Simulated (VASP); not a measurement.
# MgB15N15 (a cell with a defect) in VASP: a series of runs

The runs below take MgB15N15 (a cell with a defect) through single point, with r2SCAN.

Program: VASP 6.6.1. These are calculated values, not measurements. Logs are shortened: lines on timing, memory, paths and dates and some standing lists are left out, and cuts for length are marked.

### 1 The cell of the first run

The cell holds a defect, 31 atoms: a = 6.277 Å, b = 6.277 Å, c = 6.277 Å, α = 109.47°, β = 109.47°, γ = 109.47°.

### 2 Single point, r2SCAN, collinear spin

Contents of POSCAR:

```
MgB15N15
1.0
   -3.6241103844      3.6241103844     -3.6241103844
    3.6241103844      3.6241103844      3.6241103844
    3.6241103844     -3.6241103844     -3.6241103844
B Mg N
15 1 15
Direct
    0.0047155558      0.0039715470     -0.0160505288
    0.0067667660      0.2533481264      0.7569350483
    0.0083345964      0.5062336232      0.5047499289
   -0.0153819215      0.7370366645      0.2502781573
    0.2540943546      0.0059983896      0.7569378684
    0.2515653091      0.5090861235      0.2565963862
    0.2508558761      0.7528925533      0.0021665266
    0.5069854808      0.0075728174      0.5047457509
    0.5098425104      0.2508022979      0.2565999969
    0.4951107600      0.4943444501     -0.0010566493
    0.5001411319      0.7518810859      0.7494075188
    0.7377724025     -0.0162019201      0.2502264302
    0.7536589161      0.2500955024      0.0021735968
    0.7526253128      0.4993581110      0.7493971420
    0.7507895813      0.7500331011      0.5043427026
    0.1769532051      0.1762495466      0.4195918153
    0.0012119805      0.2566597227      0.0017348665
    0.0078453028      0.5052304001      0.7553534138
   -0.0025303435      0.7509611007      0.5042489531
    0.2574111895      0.0004485619      0.0017348442
    0.2498198905      0.2490621786      0.7733660523
    0.2532228803      0.5296972803      0.5024353923
    0.2477492520      0.7603535353      0.2510472451
    0.5060044726      0.0070922310      0.7553646146
    0.5304237087      0.2524467303      0.5024154224
    0.5041043890      0.5033461226      0.2563944848
    0.4994404623      0.7473007063      0.0009817257
    0.7517224977     -0.0032961399      0.5042405710
    0.7611176531      0.2469888887      0.2510464511
    0.7480715592      0.4987041040      0.0009944444
    0.7518269100      0.7510750007      0.7522182841
```

Contents of INCAR.step1:

```
ALGO = Normal ; EDIFF = 1E-4
ENCUT = 520 ; GGA = PE
ISMEAR = -1 ; ISPIN = 2
LASPH = True ; LCHARG = False
LREAL = Auto ; LWAVE = True
MAGMOM = 0.22 0.01 0 0.03 0.01 0 0 0 0 0 0 0.03 0 0 0.01 0.02 0.02 0.01 0.02 0.02 0 0 0 0.01 0 0 0 0.02 0 0 0 ; NBANDS = 86
NELECT = 123.0 ; NELM = 150
NUPDOWN = 1.0 ; PREC = Accurate
SIGMA = 0.01
```

Contents of INCAR.step2:

```
ALGO = Normal ; EDIFF = 1E-6
ENCUT = 520 ; ISIF = 2
ISMEAR = -1 ; ISPIN = 2
ISTART = 1 ; LASPH = True
LCHARG = True ; LELF = True
LMIXTAU = True ; LORBIT = 11
LREAL = Auto ; LVHAR = True
LWAVE = False ; MAGMOM = 0.22 0.01 0 0.03 0.01 0 0 0 0 0 0 0.03 0 0 0.01 0.02 0.02 0.01 0.02 0.02 0 0 0 0.01 0 0 0 0.02 0 0 0
METAGGA = R2SCAN ; NBANDS = 86
NELECT = 123.0 ; NELM = 150
NUPDOWN = 1.0 ; PREC = Accurate
SIGMA = 0.01
```

Contents of KPOINTS:

```
Automatic mesh
0
Gamma
  1 1 1
  0.25 0.25 0.25
```

Potentials or basis: VASP PAW PBE potentials, release 64 (B, Mg, N).

Run with:

```
cat potpaw_PBE.64/B/POTCAR potpaw_PBE.64/Mg/POTCAR potpaw_PBE.64/N/POTCAR > POTCAR
cp INCAR.step1 INCAR
mpirun -np 1 vasp_std > vasp.out
cp INCAR.step2 INCAR
mpirun -np 1 vasp_std > vasp.out
```

OUTCAR:

```text
EDIFF = 1E-6
   ENCUT = 520
   ISIF = 2
   ISMEAR = -1
   ISPIN = 2
   ISTART = 1
   LASPH = True
   LORBIT = 11
   LREAL = Auto
   METAGGA = R2SCAN
   NELECT = 123.0
   NELM = 150
   NUPDOWN = 1.0
   PREC = Accurate

 ion  position               nearest neighbor table
   1  0.005  0.004  0.984-  31 1.55  17 1.56  20 1.56  16 2.26
   2  0.007  0.253  0.757-  21 1.50  17 1.54  18 1.58  28 1.60  16 2.65
   3  0.008  0.506  0.505-  22 1.50  19 1.56  18 1.58  29 1.59  16 2.61
   4  0.985  0.737  0.250-  30 1.52  19 1.54  23 1.61  16 2.27
   5  0.254  0.006  0.757-  21 1.50  20 1.54  24 1.58  19 1.60  16 2.65
   6  0.252  0.509  0.257-  22 1.50  17 1.59  23 1.60  26 1.60  16 2.59
   7  0.251  0.753  0.002-  20 1.54  18 1.54  23 1.55  27 1.57
   8  0.507  0.008  0.505-  25 1.50  28 1.56  24 1.58  23 1.59  16 2.61
   9  0.510  0.251  0.257-  25 1.50  20 1.59  29 1.60  26 1.60  16 2.59
  10  0.495  0.494  0.999-  21 1.50  30 1.57  27 1.57  26 1.58
  11  0.500  0.752  0.749-  22 1.51  31 1.58  24 1.58  27 1.59
  12  0.738  0.984  0.250-  27 1.52  28 1.54  29 1.61  16 2.27
  13  0.754  0.250  0.002-  17 1.54  24 1.54  29 1.55  30 1.57
  14  0.753  0.499  0.749-  25 1.51  31 1.58  18 1.58  30 1.59
  15  0.751  0.750  0.504-  28 1.55  19 1.55  26 1.55  31 1.55
  16  0.177  0.176  0.420-  22 1.94  25 1.94  21 1.96   1 2.26  12 2.27   4 2.27   6 2.59   9 2.59
                             3 2.61   8 2.61   2 2.65   5 2.65  29 2.72  23 2.72
  17  0.001  0.257  0.002-  13 1.54   2 1.54   1 1.56   6 1.59
  18  0.008  0.505  0.755-   7 1.54   3 1.58  14 1.58   2 1.58
  19  0.997  0.751  0.504-   4 1.54  15 1.55   3 1.56   5 1.60
  20  0.257  0.000  0.002-   7 1.54   5 1.54   1 1.56   9 1.59
  21  0.250  0.249  0.773-  10 1.50   2 1.50   5 1.50  16 1.96
  22  0.253  0.530  0.502-   3 1.50   6 1.50  11 1.51  16 1.94
  23  0.248  0.760  0.251-   7 1.55   8 1.59   6 1.60   4 1.61  16 2.72
  24  0.506  0.007  0.755-  13 1.54   8 1.58  11 1.58   5 1.58
  25  0.530  0.252  0.502-   8 1.50   9 1.50  14 1.51  16 1.94
  26  0.504  0.503  0.256-  15 1.55  10 1.58   6 1.60   9 1.60
  27  0.499  0.747  0.001-  12 1.52  10 1.57   7 1.57  11 1.59
  28  0.752  0.997  0.504-  12 1.54  15 1.55   8 1.56   2 1.60
  29  0.761  0.247  0.251-  13 1.55   3 1.59   9 1.60  12 1.61  16 2.72
  30  0.748  0.499  0.001-   4 1.52  10 1.57  13 1.57  14 1.59
  31  0.752  0.751  0.752-   1 1.55  15 1.55  11 1.58  14 1.58

  LATTYP: Found a body centered cubic cell.
 ALAT       =     7.2482207688

  Lattice vectors:

 A1 = (  -3.6241103844,   3.6241103844,  -3.6241103844)
 A2 = (   3.6241103844,   3.6241103844,   3.6241103844)
 A3 = (   3.6241103844,  -3.6241103844,  -3.6241103844)

Analysis of symmetry for initial positions (statically):
=====================================================================
 Subroutine PRICEL returns:
 Original cell was already a primitive cell.
[... 214 lines left out ...]
  free energy    TOTEN  =      -275.49252357 eV

  energy without entropy =     -275.49252357  energy(sigma->0) =     -275.49252357

 E-fermi :   7.4003     XC(G=0): -13.4879

 val. band max:       10.2965660352   @ k =   0.2500   0.2500   0.2500
 cond. band min:      11.5297662425   @ k =   0.2500   0.2500   0.2500
 fundamental gap:      1.2332002073
 Fermi energy:        10.6087849349

 spin component 1

 k-point     1 :       0.2500    0.2500    0.2500
  band No.  band energies     occupation
      1     -12.9708      1.00000
      2     -12.9627      1.00000
      3     -12.7955      1.00000
      4     -12.0271      1.00000
      5      -9.8735      1.00000
      6      -9.8160      1.00000
[... 65 lines left out ...]
     72      15.5353      0.00000
     73      15.6472      0.00000
 Fermi energy:         7.4002959184

 spin component 2

 k-point     1 :       0.2500    0.2500    0.2500
  band No.  band energies     occupation
      1     -12.9459      1.00000
      2     -12.9316      1.00000
      3     -12.7730      1.00000
      4     -11.9945      1.00000
      5      -9.8369      1.00000
      6      -9.7945      1.00000
[... 65 lines left out ...]
     72      15.6197      0.00000
     73      15.7705      0.00000
 [bands above 73 left out]

------------------------ aborting loop because EDIFF is reached ----------------------------------------

  FORCE on cell =-STRESS in cart. coord.  units (eV):
  Direction    XX          YY          ZZ          XY          YZ          ZX
  --------------------------------------------------------------------------------------
  -------------------------------------------------------------------------------------
  Total       18.9349196     29.2132864     18.9428654     -5.2767351      5.2894191     -1.2390103
  in kB      159.3344943    245.8254009    159.4013566    -44.4029303     44.5096647    -10.4260851
  external PRESSURE =     188.1870839 kB  Pullay stress =       0.0000000 kB

 VOLUME and BASIS-vectors are now :
 -----------------------------------------------------------------------------
  energy-cutoff  :      520.00
  volume of cell :      190.40
      direct lattice vectors                 reciprocal lattice vectors
    -3.624110384  3.624110384 -3.624110384     0.000000000  0.137964893 -0.137964893
     3.624110384  3.624110384  3.624110384     0.137964893  0.137964893  0.000000000
     3.624110384 -3.624110384 -3.624110384     0.137964893  0.000000000 -0.137964893

 POSITION                                       TOTAL-FORCE (eV/Angst)
 -----------------------------------------------------------------------------------
      3.56325     -3.53446     -3.56864         0.024173     -0.018675     -0.025748
      3.63685     -1.80053     -1.84958         0.022203      0.038172     -0.034157
      3.63371      0.03558     -0.02483         0.010668      0.045552     -0.030379
      0.00977      5.33243     -1.80430         0.056674     -0.023601      0.083573
      1.84410     -1.80062     -3.64235         0.032889      0.040685     -0.022910
      1.86322      1.82675      0.00335         0.046440     -0.006312     -0.025715
[... 23 lines left out ...]
     -0.90013      4.51485     -0.90734        -0.015020     -0.015851     -0.058304
      2.72340      2.72056     -2.72885        -0.035597      0.034912      0.034181
 -----------------------------------------------------------------------------------
    total drift:                               -0.007636     -0.002072      0.009344

  FREE ENERGIE OF THE ION-ELECTRON SYSTEM (eV)
  ---------------------------------------------------
  free  energy   TOTEN  =      -275.4925235699 eV

  energy  without entropy=     -275.4925235699  energy(sigma->0) =     -275.49252357

 total charge

# of ion       s       p       d       tot
------------------------------------------
    1        0.681   1.365   0.000   2.045
    2        0.686   1.374   0.000   2.060
    3        0.687   1.373   0.000   2.060
    4        0.686   1.295   0.000   1.981
    5        0.686   1.374   0.000   2.060
    6        0.681   1.342   0.000   2.022
[... 23 lines left out ...]
   30        1.228   2.796   0.000   4.024
   31        1.226   2.796   0.000   4.022
--------------------------------------------------
tot         28.951  62.743   0.104  91.797

 magnetization (x)

# of ion       s       p       d       tot
------------------------------------------
    1        0.062   0.303   0.000   0.364
    2        0.003   0.009   0.000   0.012
    3        0.001   0.004   0.000   0.004
    4        0.011   0.045   0.000   0.056
    5        0.003   0.009   0.000   0.012
    6        0.001   0.002   0.000   0.003
[... 23 lines left out ...]
   30       -0.000  -0.002   0.000  -0.002
   31       -0.001  -0.002   0.000  -0.003
--------------------------------------------------
tot          0.107   0.528   0.015   0.650
```

OUTCAR.step1:

```text
EDIFF = 1E-4
   ENCUT = 520
   GGA = PE
   ISMEAR = -1
   ISPIN = 2
[... 462 lines left out ...]
      1.84410     -1.80062     -3.64235        -0.024249      0.000806      0.004632
      1.86322      1.82675      0.00335        -0.012128      0.005881      0.004067
[... 23 lines left out ...]
     -0.90013      4.51485     -0.90734        -0.007733     -0.003167      0.008824
      2.72340      2.72056     -2.72885         0.002437     -0.006205     -0.004039
 -----------------------------------------------------------------------------------
    total drift:                               -0.006528     -0.001256      0.008617

  FREE ENERGIE OF THE ION-ELECTRON SYSTEM (eV)
  ---------------------------------------------------
  free  energy   TOTEN  =      -246.9570384253 eV

  energy  without entropy=     -246.9570384252  energy(sigma->0) =     -246.95703843
```

OSZICAR.step1:

```text
N       E                     dE             d eps       ncg     rms          rms(c)
DAV:   1     0.533395806742E+03    0.53340E+03   -0.64678E+04   344   0.139E+03
DAV:   2    -0.226114105457E+03   -0.75951E+03   -0.73237E+03   420   0.321E+02
DAV:   3    -0.263482437726E+03   -0.37368E+02   -0.37116E+02   440   0.707E+01
DAV:   4    -0.263863311463E+03   -0.38087E+00   -0.38019E+00   432   0.744E+00
DAV:   5    -0.263867771759E+03   -0.44603E-02   -0.44575E-02   432   0.772E-01    0.272E+01
DAV:   6    -0.248204236420E+03    0.15664E+02   -0.47451E+01   392   0.220E+01    0.125E+01
DAV:   7    -0.247206124305E+03    0.99811E+00   -0.39976E+00   408   0.704E+00    0.787E+00
DAV:   8    -0.246970803426E+03    0.23532E+00   -0.72806E-01   400   0.312E+00    0.157E+00
DAV:   9    -0.246958736142E+03    0.12067E-01   -0.77445E-02   400   0.124E+00    0.547E-01
DAV:  10    -0.246957616065E+03    0.11201E-02   -0.19308E-02   408   0.497E-01    0.305E-01
DAV:  11    -0.246956891636E+03    0.72443E-03   -0.19339E-03   416   0.176E-01    0.130E-01
DAV:  12    -0.246956994494E+03   -0.10286E-03   -0.41040E-04   360   0.854E-02    0.461E-02
DAV:  13    -0.246957038425E+03   -0.43931E-04   -0.11955E-04   232   0.456E-02
   1 F= -.24695704E+03 E0= -.24695704E+03  d E =-.108681E-10  mag=     1.0000
```

It took 3.1 min on 1 thread of Intel Xeon Platinum 8488C (Sapphire Rapids), shared host; peak memory 0.47 GiB.

What came out:

| Item | Value |
| --- | --- |
| Free energy | -275.4925 eV |
| Largest force | 0.166 eV/Å |
| Net moment | 1.00 μB per cell |
| Site moments | B +0.36, +0.01, +0.00, +0.06 (each value once); Mg +0.03; N +0.02, +0.01, +0.00, -0.00 (each value once) μB |
| Valence electrons inside the program's atomic spheres | B 2.04, 2.06, 1.98, 2.02, 2.07, 2.05, 2.03, 2.09 (each value once); Mg 0.62; N 4.04, 4.03, 4.10, 4.11, 3.99, 4.00, 4.02, 3.98 (each value once) |

Forces on the atoms (eV/Å):
```
B    0.024 -0.019 -0.026
B    0.022  0.038 -0.034
B    0.011  0.046 -0.030
B    0.057 -0.024  0.084
B    0.033  0.041 -0.023
B    0.046 -0.006 -0.026
B   -0.010 -0.016  0.024
B    0.030  0.046 -0.011
B    0.024 -0.006 -0.045
B   -0.034 -0.042  0.036
B   -0.021 -0.020  0.035
B   -0.078 -0.021 -0.059
B   -0.023 -0.015  0.013
B   -0.033 -0.018  0.021
B   -0.012 -0.023  0.012
Mg   0.094  0.094 -0.099
N   -0.005  0.031  0.032
N    0.004 -0.002 -0.005
N   -0.013 -0.038 -0.020
N   -0.031  0.030  0.005
N   -0.051  0.029  0.051
N   -0.078 -0.056 -0.023
N   -0.031  0.012 -0.016
N    0.006 -0.002 -0.001
N    0.025 -0.056  0.076
N    0.003  0.017 -0.004
N    0.056 -0.014  0.013
N    0.019 -0.037  0.014
N    0.015  0.011  0.030
N   -0.015 -0.016 -0.058
N   -0.036  0.035  0.034
```

Caveat: the k points lie up to 1.23 Å⁻¹ apart, too coarse for converged energies, forces and pressures; the cell carries a net charge on a neutralising background, which shifts energy and pressure; the cell is charged against a uniform background, so pressure and absolute levels hang on convention; the PAW data sets were made with another functional, which shifts forces and pressure a little; the total moment is fixed, so each spin has its own Fermi level and the state may be an excited one.

(Part 1 of 2 ends here.)
